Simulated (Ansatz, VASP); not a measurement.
**LiCl: VASP beside Ansatz**

```xyz
4
Lattice="3.8814 0.0000 0.0000 -1.9407 3.3614 0.0000 0.0000 0.0000 6.1784" Properties=species:S:1:pos:R:3 pbc="T T T"
Li    0.0000    0.0000   -0.0227
Li    0.0000    2.2409    3.0665
Cl    0.0000    0.0000    2.3396
Cl    0.0000    2.2409    5.4288
```

Alike in both runs: functional PBEsol; k mesh 9 × 9 × 4; occupations gaussian, width 0.02 eV; no spin polarisation.

Ansatz relaxed the structure, and its values are those at the end. VASP's run is a single point on that final structure, the one shown.

```csv
,VASP,Ansatz
version,VASP 6.6.1,Ansatz 0.2.0
potentials or method,"VASP PAW PBE potentials, release 64 (Li_sv, Cl), cutoff 520 eV","scalar-relativistic, plane waves, PAW"
valence electrons in the cell,20,20
```

|  | VASP | Ansatz | Ansatz less VASP |
| --- | --- | --- | --- |
| gap on the k mesh at the Fermi level (eV) | 5.85 | 5.85 | -0.003 |
| least direct gap on the mesh (eV) | 5.85 | 5.85 | -0.003 |

VASP's potentials were made for PBE, not for PBEsol.

Noted on VASP's run: the cutoff is short for stress, so the pressure is rough.
